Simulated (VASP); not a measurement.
Wanted: the native input for a VASP 6.6.1 run.

| Quantity | Value |
| --- | --- |
| Task | single point |
| Functional | PBEsol |
| Potentials or basis | VASP PAW PBE potentials, release 64 (Cu) |
| Cutoff | 520 eV |
| k mesh | 18 × 18 × 14 |
| Occupations | gaussian, width 0.15 eV |
| Spin | no spin polarisation |
| Dipole correction | no |
| Further INCAR settings | ALGO = Fast; EDIFF = 1e-07; NBANDS = 18 |

The structure of Cu lies in POSCAR:

```
Cu
1.0
    0.0000000000     -1.8075000000     -1.8075000000
    0.0000000000      1.8075000000     -1.8075000000
    3.6150000000      0.0000000000      0.0000000000
Cu
2
Direct
    0.4706594697      0.5000000000      0.5000000000
    0.0293405303      0.0000000000      0.0000000000
```

This cell differs from its parent crystal: atoms displaced along a vibrational mode.

One way to write it, as run:

INCAR

```
  ALGO = Fast
  EDIFF = 1E-7
  ENCUT = 520
  GGA = PS
  ISIF = 2
  ISMEAR = 0
  LASPH = True
  LCHARG = False
  LREAL = False
  LWAVE = False
  NBANDS = 18
  NELM = 80
  PREC = Accurate
  SIGMA = 0.15
```

KPOINTS

```
k-points
0
Gamma
  18 18 14
```

Potentials or basis: VASP PAW PBE potentials, release 64 (Cu).

Launch:

```sh
$ cat potpaw_PBE.64/Cu/POTCAR > POTCAR
$ mpirun -np 1 vasp_std > vasp.out
```

Results of the run:

```json
{"Pressure": "-5.0 GPa", "Largest force": "0.481 eV/Å", "Band gap on the k mesh": "zero (bands 11 and 12 overlap by 7.91 eV)"}
```

Caveat: the cell differs from its parent crystal (atoms displaced along a vibrational mode); the cell stands under tension; the PAW data sets were made with another functional, which shifts forces and pressure a little.

Run time: 5 min on 1 thread of Intel(R) Xeon(R) Platinum 8259CL CPU @ 2.50GHz (Skylake/Cascade Lake), with other jobs on the host, peak memory 0.37 GiB.
